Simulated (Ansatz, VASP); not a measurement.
## Two plane-wave programs on Fe

The input INCAR:

```
SYSTEM = Fe
  PREC = Accurate
  ENCUT = 520
  EDIFF = 1E-6
  ISMEAR = -1
  SIGMA = 0.1
  LREAL = .FALSE.
  LASPH = .TRUE.
  NELM = 100
  ALGO = Normal
  ISIF = 2
  LWAVE = .FALSE.
  LCHARG = .FALSE.
  GGA = PE
  NBANDS = 15
```

Contents of KPOINTS:

```
regular mesh
0
G
  13 13 13
  0 0 0
```

POSCAR

```
Fe
1.0
    0.0000000000      2.4048521228      2.4048521228
    2.4048521228      0.0000000000      2.4048521228
    2.4048521228      2.4048521228      0.0000000000
Fe
2
Direct
    0.1250000000      0.1250000000      0.1250000000
    0.8750000000      0.8750000000      0.8750000000
```

Input for Ansatz:

```yaml
crystal:
  lattice:
    - [0.0, 2.4048521228, 2.4048521228]
    - [2.4048521228, 0.0, 2.4048521228]
    - [2.4048521228, 2.4048521228, 0.0]
  atoms:
    - { symbol: Fe, position: [0.125, 0.125, 0.125] }
    - { symbol: Fe, position: [0.875, 0.875, 0.875] }
hamiltonian:
  xc: pbe
  pseudopotentials:
    kind: paw
    azcp:
      Fe: "pseudopotentials/Fe.paw.azcp"
basis:
  ecutwfc: 420
  fft_grid_basis: typed
kpoints:
  mp_grid: { grid: [13, 13, 13], shift: [0, 0, 0] }
magnetization:
  spin_polarized: false
scf:
  occupations: { method: fermi_dirac, width: 0.1 }
  lower_state_search: "off"
output:
  stress: true
```

Alike in both runs: task single point; functional PBE; k mesh 13 × 13 × 13; occupations fermi-dirac, width 0.1 eV; no spin polarisation.

|  | VASP | Ansatz |
| --- | --- | --- |
| version | VASP 6.6.1 | Ansatz 0.2.0 |
| potentials or method | VASP PAW PBE potentials, release 64 (Fe), cutoff 520 eV | plane waves (420 eV) with PAW, scalar-relativistic |
| valence electrons in the cell | 16 | 32 |

|  | VASP | Ansatz | Ansatz less VASP |
| --- | --- | --- | --- |
| pressure (GPa) | 5.0 | 6.9 | +1.88 |

VASP's potentials hold 16 valence electrons a cell and Ansatz's 32, so a difference there can come from the potentials and not from the codes.
